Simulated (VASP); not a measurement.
# Ir: single point with LDA

Crystal: Ir.

```
CELL_PARAMETERS angstrom
12.23846 0.00000 0.00000
0.00000 2.23343 0.00000
0.00000 0.00000 7.19300
ATOMIC_POSITIONS crystal
Ir 0.25000 0.00000 0.16399
Ir 0.75000 0.00000 0.83601
```

```yaml
Program: VASP 6.6.1
Task: single point
Functional: LDA
Potentials_or_basis: VASP PAW LDA potentials, release 64 (Ir)
Cutoff: 520 eV
k_mesh: 2 × 6 × 2
Occupations: methfessel-paxton, width 0.15 eV
Spin: no spin polarisation
```

| Quantity | Value |
| --- | --- |
| Pressure | -0.5 GPa |
| Band gap on the k mesh | zero (band 9 reaches -1.27 eV, above the bottom of band 10 at -4.31 eV) |

Stress tensor (GPa, compression positive):
```
-0.05  0.00  0.00
 0.00 -1.61  0.00
 0.00  0.00  0.01
```

Levels at points of the mesh, in eV from the Fermi level:
```
           k point  band 4  band 5  band 6  band 7  band 8  band 9  band 10  band 11  band 12  band 13
(0.00, 0.00, 0.00)   -1.96   -1.39   -1.39   -1.38   -1.38    2.74     2.74     2.74     2.74     2.82
(0.50, 0.00, 0.00)   -1.99   -1.39   -1.39   -1.38   -1.38    2.74     2.74     2.74     2.74     3.10
(0.00, 0.50, 0.00)   -4.45    0.35    0.35    0.35    0.35    1.29     1.30     6.07     6.14    10.42
(0.50, 0.50, 0.00)   -4.45    0.35    0.35    0.35    0.35    1.29     1.29     6.10     6.10    10.65
(0.00, 0.00, 0.50)   -1.95   -1.39   -1.38   -1.38   -1.38    2.74     2.74     2.74     2.74     2.94
(0.50, 0.00, 0.50)   -1.97   -1.39   -1.39   -1.38   -1.38    2.74     2.74     2.74     2.74     2.88
(0.00, 0.50, 0.50)   -4.45    0.35    0.35    0.35    0.35    1.29     1.30     6.10     6.15    10.53
(0.50, 0.50, 0.50)   -4.45    0.35    0.35    0.35    0.35    1.29     1.29     6.13     6.13    10.48
```

Wall time 20 s on 1 thread of Intel(R) Xeon(R) Platinum 8559C (Emerald Rapids), on a shared host, peak memory 0.23 GiB.

Caveat: the k points lie up to 0.47 Å⁻¹ apart; spin-orbit coupling is left out, which moves the levels of the heavy elements.
